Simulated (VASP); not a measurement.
Runs of VASP 6.6.1 on NaCl. The structure is that of space group Fm-3m (No. 225), or close to it. The cells are those of the table. 

```tsv
task	potentials or basis	cell	k mesh	GW scheme	GW iterations	cutoff of the response function	frequency points	empty bands	gap on the mesh (eV)	pressure (GPa)
single point	VASP PAW PBE potentials, release 64 (Na_pv, Cl)	a = 3.879 Å, angles 60.0°, 2 atoms	4 × 4 × 4	-	-	-	-	-	5.45	3.5
single point	VASP PAW PBE potentials, release 64 (Na_pv, Cl)	a = 4.041 Å, angles 60.0°, 2 atoms	4 × 4 × 4	-	-	-	-	-	(b)	(a)
single point	VASP PAW PBE potentials, release 64 (Na_pv, Cl)	a = 3.934 Å, angles 60.0°, 2 atoms	4 × 4 × 4	-	-	-	-	-	5.27	(c)
single point	VASP PAW PBE potentials, release 64 (Na_pv, Cl)	a = 3.988 Å, angles 60.0°, 2 atoms	6 × 6 × 6	-	-	-	-	-	5.11	0.7
single point	VASP PAW PBE potentials, release 64 (Na_pv, Cl)	a = 3.988 Å, angles 60.0°, 2 atoms	4 × 4 × 4	-	-	-	-	-	5.11	0.7
single point	VASP PAW PBE potentials, release 64 (Na_pv, Cl)	a = 4.092 Å, angles 60.0°, 2 atoms	4 × 4 × 4	-	-	-	-	-	4.82	-1.0
```

Alike in all rows: level PBE; no spin polarisation; cutoff (eV) 500; smearing gaussian 0.01 eV.

Question: Estimate the missing entries.

Answer: (a) -0.3; (b) 4.96; (c) 1.9.

Caveats: some runs use coarse meshes.

